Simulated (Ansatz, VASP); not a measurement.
**Two plane-wave programs on HgH**

File INCAR:

```
SYSTEM = HgH
ALGO = Normal ; EDIFF = 1E-6
EDIFFG = -0.01 ; ENCUT = 600
GGA = PE ; IBRION = 2
ISIF = 3 ; ISMEAR = 0
LASPH = .TRUE. ; LCHARG = .FALSE.
LREAL = .FALSE. ; LWAVE = .FALSE.
NELM = 60 ; NSW = 100
PREC = Accurate ; SIGMA = 0.1
```

KPOINTS

```
k-points
0
G
  18 18 18
  0 0 0
```

The input POSCAR:

```
HgH
1.0
    3.2172217378      0.0000000000      0.0000000000
   -1.6086108689      2.7861957546      0.0000000000
    0.0000000000      0.0000000000      3.1379127013
Hg H
1 1
Direct
    0.0000000000      0.0000000000      0.0000000000
    0.6666666667      0.3333333333      0.5000000000
```

Input for Ansatz:

```yaml
crystal:
  lattice:
    - [3.2172217378, 0.0, 0.0]
    - [-1.6086108689, 2.7861957546, 0.0]
    - [0.0, 0.0, 3.1379127013]
  atoms:
    - { symbol: Hg, position: [0.0, 0.0, 0.0] }
    - { symbol: H, position: [0.6666666667, 0.3333333333, 0.5] }
basis:
  ecutwfc: 420
kpoints:
  mp_grid: { grid: [18, 18, 18] }
hamiltonian:
  xc: pbe
scf:
  occupations: { method: gaussian, width: 0.1 }
output:
  forces: true
  stress: true
  eigenvalues: true
relax:
  adjacent_minimum: "off"
  f_tol: 0.01
  max_steps: 80
  cell: { stress_tol: 0.05 }
```

Alike in both runs: task relaxation of cell and atoms; functional PBE; k mesh 18 × 18 × 18; occupations gaussian, width 0.1 eV; no spin polarisation.

|  | VASP | Ansatz |
| --- | --- | --- |
| version | VASP 6.6.1 | Ansatz 0.2.0 |
| potentials or method | VASP PAW PBE potentials, release 64 (Hg, H), cutoff 600 eV | scalar-relativistic, plane waves, PAW |
| valence electrons in the cell | 13 | 21 |

|  | VASP | Ansatz | Ansatz less VASP |
| --- | --- | --- | --- |
| gap on the k mesh at the Fermi level, each at its own relaxed structure (eV) | none | none | - |
| relaxed volume (Å³/atom) | 14.74 | 14.67 | -0.069 |
| relaxed cell length with the largest relative difference (Å) | 3.024 | 3.013 | -0.0110 |

A gap of «none» marks a metal or a gap that the smearing closes. VASP's potentials hold 13 valence electrons a cell and Ansatz's 21, so a difference there can come from the potentials and not from the codes.

Spin-orbit coupling is off throughout.
